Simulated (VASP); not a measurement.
Write the native input for VASP 6.6.1 that does the following.

- Task: single point
- Functional: PBE
- Potentials or basis: VASP PAW PBE potentials, release 64 (Mo_sv, S)
- Cutoff: 500 eV
- k mesh: 3 × 3 × 3
- Occupations: gaussian, width 0.01 eV
- Spin: no spin polarisation
- Dipole correction: no
- Further INCAR settings: ALGO = Normal; EDIFF = 1e-06; NBANDS = 20

The structure of MoS2 lies in POSCAR:

```
MoS2
1.0
    1.5018290000      0.8670820000      5.8203810000
   -1.5018290000      0.8670820000      5.8203810000
    0.0000000000     -1.7341630000      5.8203810000
Mo S
1 2
Direct
    0.0044212452      0.0044212452      0.0044212452
    0.2477000000      0.2477000000      0.2477000000
    0.4190000000      0.4190000000      0.4190000000
```

One way to write it, as run:

INCAR

```
SYSTEM = MoS2
  PREC = Accurate
  ENCUT = 500
  EDIFF = 1E-6
  ISMEAR = 0
  SIGMA = 0.01
  LREAL = .False.
  LASPH = .True.
  NELM = 120
  ALGO = Normal
  ISIF = 2
  LWAVE = .False.
  LCHARG = .False.
  GGA = PE
  NBANDS = 20
  GGA_COMPAT = .False.
```

KPOINTS

```
regular mesh
0
Gamma
  3 3 3
  0 0 0
```

Potentials or basis: VASP PAW PBE potentials, release 64 (Mo_sv, S).

Command:

```console
$ cat potpaw_PBE.64/Mo_sv/POTCAR potpaw_PBE.64/S/POTCAR > POTCAR
$ mpirun -np 1 vasp_std > vasp.out
```

Results of the run:

- Pressure: 35.5 GPa
- Largest force: 4.169 eV/Å
- Band gap on the k mesh: 1.25 eV, indirect (least direct gap 2.14 eV)

Caveat: the k points lie up to 0.81 Å⁻¹ apart; forces of over 1 eV/Å act on the atoms, so gaps and moduli don't describe the material at rest.

Wall time 16 s on 1 thread of Intel(R) Xeon(R) 6975P-C (Granite Rapids), with other jobs on the host, peak memory 0.3 GiB.
